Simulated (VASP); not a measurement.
PbS (Galena):

```xyz
2
Lattice="0.0000 2.9657 2.9657 2.9657 0.0000 2.9657 2.9657 2.9657 0.0000" Properties=species:S:1:pos:R:3 pbc="T T T"
Pb    0.0000    0.0000    0.0000
S     2.9657    2.9657    2.9657
```

```yaml
Program: VASP 6.6.1
Task: relaxation of cell and atoms
Functional: PBE
Potentials_or_basis: VASP PAW PBE potentials, release 64 (Pb_d, S)
Cutoff: 500 eV
k_mesh: 5 × 5 × 5
Occupations: gaussian, width 0.01 eV
Spin: no spin polarisation
```

At the start: pressure 2.0 GPa; volume 26.09 Å³/atom.

Question: Where does the relaxation end?

Answer: Over 3 steps the energy falls by 5.5 meV/atom and the volume is 27.01 Å³/atom (+3.5 %); space group Fm-3m (No. 225, to 0.05 Å).

The path:
| step | energy change (eV) | largest force (eV/Å) | pressure (GPa) | volume (Å³) |
| --- | --- | --- | --- | --- |
| 1 | 0.0000 | 0.0000 | 1.97 | 52.17 |
| 2 | -0.0098 | 0.0000 | -0.58 | 54.63 |
| 3 | -0.0109 | 0.0000 | 0.00 | 54.01 |

Final structure:
```
Pb S
1.0
     0.00000    3.00019    3.00019
     3.00019    0.00000    3.00019
     3.00019    3.00019    0.00000
Pb S
1 1
Direct
  0.00000 0.00000 0.00000
  0.50000 0.50000 0.50000
```
